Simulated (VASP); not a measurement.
Ti4Al: single point with PBE

System: Ti4Al.

```xyz
20
Lattice="7.0433 -0.1626 -0.0399 -0.1545 6.9443 0.0440 -0.0380 0.0468 6.9800" Properties=species:S:1:pos:R:3 pbc="T T T"
Ti    5.6327    6.7730    2.4139
Ti    3.3255    6.0826    3.9931
Ti    2.7605    1.3141    5.9152
Ti    6.9246    2.4115    2.5626
Ti    4.8735    1.7086    0.6908
Ti    1.7978    3.2917    0.7767
Ti    2.2303    3.3070    4.0242
Ti    6.3658    4.6275    0.5071
Ti    4.7166    1.8077    4.0836
Ti    5.0168    6.6232    5.9931
Ti    5.9510    4.6791    4.2342
Ti    2.3212    1.1683    2.5102
Ti    3.1223    6.1087    0.9223
Ti    0.4721    0.4193    4.4602
Ti    3.9811    4.0020    6.1217
Ti    1.4566    5.2427    5.8129
Al    6.8980    2.5867    5.7370
Al    1.0055    5.4305    2.6172
Al    4.2597    3.9098    2.1925
Al    0.5757    0.5518    0.4409
```

| Item | Value |
| --- | --- |
| Program | VASP 6.6.1 |
| Task | single point |
| Functional | PBE |
| Potentials or basis | VASP PAW PBE potentials, release 64 (Ti_sv, Al) |
| Cutoff | 520 eV |
| k mesh | 2 × 2 × 2, shifted |
| Occupations | gaussian, width 0.1 eV |
| Spin | no spin polarisation |

| Item | Value |
| --- | --- |
| Pressure | -0.2 GPa |
| Largest force | 0.045 eV/Å |
| Band gap on the k mesh | zero (bands 102 and 103 overlap by 0.04 eV) |

Forces on the atoms (eV/Å):
```
Ti  -0.004  0.003  0.022
Ti  -0.001  0.024  0.024
Ti  -0.007  0.002 -0.010
Ti   0.016 -0.028 -0.007
Ti  -0.012 -0.011 -0.003
Ti  -0.003 -0.018  0.007
Ti  -0.007 -0.017  0.025
Ti   0.004 -0.019 -0.010
Ti  -0.013 -0.012 -0.009
Ti  -0.014 -0.007 -0.017
Ti  -0.015 -0.010  0.003
Ti   0.026  0.037 -0.003
Ti  -0.004  0.032  0.002
Ti   0.009  0.000 -0.023
Ti  -0.003  0.012  0.016
Ti   0.006 -0.007 -0.009
Al   0.004  0.002 -0.001
Al   0.013  0.001  0.002
Al   0.002 -0.003 -0.012
Al   0.003  0.020  0.002
```

Levels at points of the mesh, in eV from the Fermi level:
```csv
k point,band 99,band 100,band 101,band 102,band 103,band 104,band 105,band 106
"(0.25, 0.25, 0.25)",-0.28,-0.15,-0.12,-0.03,0.02,0.17,0.25,0.26
```

It took 6.1 min on 1 thread of Intel(R) Xeon(R) Platinum 8559C (Emerald Rapids), on a shared host, peak memory 0.42 GiB.

Caveat: the k points lie up to 0.45 Å⁻¹ apart; the atoms stand as in a frame of molecular dynamics.
